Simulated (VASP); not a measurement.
Wanted: the native input for a VASP 6.6.1 run.

- Task: single point
- Functional: PBE
- Potentials or basis: VASP PAW PBE potentials, release 64 (Al, Ga_d, Sb)
- Cutoff: 500 eV
- k mesh: 6 × 6 × 2
- Occupations: fermi-dirac, width 0.02 eV
- Spin: no spin polarisation
- Dipole correction: no
- Further INCAR settings: ALGO = Normal; EDIFF = 1e-06; NBANDS = 26

The structure of Al2GaSb3 lies in POSCAR:

```
Al2GaSb3
1.0
    4.4012537412      0.0000000000      0.0000000000
   -2.2006268706      3.8115975483      0.0000000000
    0.0000000000      0.0000000000     10.7553019182
Al Ga Sb
2 1 3
Direct
    0.0000000000      0.0000000000     -0.0000199468
    0.6666666667      0.3333333333      0.6660579691
    0.3333333333      0.6666666667      0.3334641411
    0.6666666667      0.3333333333      0.9168295321
    0.3333333333      0.6666666667      0.5834157586
    0.0000000000      0.0000000000      0.2502525459
```

The input as run:

INCAR

```
  ALGO = Normal
  EDIFF = 1E-6
  ENCUT = 500
  GGA = PE
  GGA_COMPAT = F
  ISIF = 2
  ISMEAR = -1
  LASPH = T
  LCHARG = F
  LREAL = F
  LWAVE = F
  NBANDS = 26
  NELM = 120
  PREC = Accurate
  SIGMA = 0.02
```

KPOINTS

```
k-points
0
Gamma
  6 6 2
```

Potentials or basis: VASP PAW PBE potentials, release 64 (Al, Ga_d, Sb).

Launch:

```sh
$ cat potpaw_PBE.64/Al/POTCAR potpaw_PBE.64/Ga_d/POTCAR potpaw_PBE.64/Sb/POTCAR > POTCAR
$ mpirun -np 1 vasp_std > vasp.out
```

Results of the run:

```json
{
 "Pressure": "0.2 GPa",
 "Largest force": "0.008 eV/Å",
 "Band gap on the k mesh": "0.39 eV"
}
```

Caveat: spin-orbit coupling is left out, which moves the levels of the heavy elements.

Wall time 99 s on 1 thread of Intel Xeon 8259CL, with other jobs on the host, peak memory 0.3 GiB.
